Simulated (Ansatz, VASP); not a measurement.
## Two plane-wave programs on TaN

```xyz
2
Lattice="0.0000 2.1878 2.1878 2.1878 0.0000 2.1878 2.1878 2.1878 0.0000" Properties=species:S:1:pos:R:3 pbc="T T T"
Ta    2.1878    2.1878    2.1878
N     0.0000    0.0000    0.0000
```

Alike in both runs: functional PBEsol; k mesh 12 × 12 × 12; occupations fermi-dirac, width 0.025 eV; no spin polarisation.

Ansatz relaxed the structure, and its values are those at the end. VASP's run is a single point on that final structure, the one shown.

|  | VASP | Ansatz |
| --- | --- | --- |
| version | VASP 6.6.1 | Ansatz 0.2.0 |
| potentials or method | VASP PAW PBE potentials, release 64 (Ta_sv_GW, N) | PAW with Ansatz's default frozen-core files, scalar-relativistic |
| plane-wave cutoff (eV) | 700 | 420 |
| valence electrons in the cell | 18 | 18 |

```tsv
	VASP	Ansatz	Ansatz less VASP
pressure (GPa)	0.0	0.0	0.00
```

VASP's potentials were made for PBE, not for PBEsol.

Neither program's run includes spin-orbit coupling.
